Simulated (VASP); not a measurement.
A run of VASP 6.6.1 is set up as follows.

INCAR

```
PREC     = Accurate       # precision mode
ENCUT    = 500            # plane-wave cutoff, eV
EDIFF    = 1E-6           # SCF threshold, eV
ISMEAR   = -1             # smearing method
SIGMA    = 0.1            # smearing width, eV
LREAL    = False          # projectors in reciprocal space
LASPH    = True           # aspherical terms in the spheres
NELM     = 120            # most SCF steps
ALGO     = Normal         # electronic algorithm
ISIF     = 2              # what is computed and relaxed
LWAVE    = False          # write WAVECAR
LCHARG   = False          # write CHGCAR
GGA      = PS             # functional
NBANDS   = 12             # bands
GGA_COMPAT= False
```

Contents of KPOINTS:

```
regular mesh
0
Gamma
  10 10 10
```

POSCAR

```
Ag
1.0
    0.0000000000      2.0427500000      2.0427500000
    2.0427500000      0.0000000000      2.0427500000
    2.0427500000      2.0427500000      0.0000000000
Ag
1
Direct
    0.0000000000      0.0000000000      0.0000000000
```

Potentials or basis: VASP PAW PBE potentials, release 64 (Ag).

The run is started by

```console
$ cat potpaw_PBE.64/Ag/POTCAR > POTCAR
$ mpirun -np 1 vasp_std > vasp.out
```

(1) Estimate the band gap on the k mesh.

(2) What does it give for the pressure?

Answers

(1) zero (an odd number of electrons rules out a gap without spin polarisation).

(2) -2.5 GPa.

Caveat: the PAW data sets were made with another functional, which shifts forces and pressure a little.
